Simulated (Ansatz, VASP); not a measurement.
SnO2: VASP beside Ansatz

```
Sn O
1.0
     1.57635    0.91010    4.79530
    -1.57635    0.91010    4.79530
     0.00000   -1.82021    4.79530
Sn O
1 2
Direct
  0.50000 0.50000 0.50000
  0.23488 0.23488 0.23488
  0.76512 0.76512 0.76512
```

Change from the starting cell: mode 4 frozen in at +0.000 Å, equal normal strain along x, y and z -0.0250.

Alike in both runs: task single point; functional PBE; k mesh 12 × 12 × 12; occupations gaussian, width 0.05 eV; no spin polarisation.

|  | VASP | Ansatz |
| --- | --- | --- |
| version | VASP 6.6.1 | Ansatz 0.2.0 |
| potentials or method | VASP PAW PBE potentials, release 64 (Sn_d, O), cutoff 520 eV | scalar-relativistic, plane waves, PAW |
| valence electrons in the cell | 26 | 26 |

Ansatz gave:

```
gap on the k mesh at the Fermi level (eV)                     : 2.55
least direct gap on the mesh (eV)                             : 2.80
pressure (GPa)                                                : 12.6
traceless stress, the component that is largest in VASP (GPa) : -5.19
rms of the force components (eV/Å)                            : 0.432
```

**Question.** Estimate VASP's values.

**Answer.** gap on the k mesh at the Fermi level (eV): 2.52; least direct gap on the mesh (eV): 2.79; pressure (GPa): 13.4; traceless stress, the component that is largest in VASP (GPa): -5.65; rms of the force components (eV/Å): 0.464.

Atom by atom the forces differ by 0.032 eV/Å (rms over components).
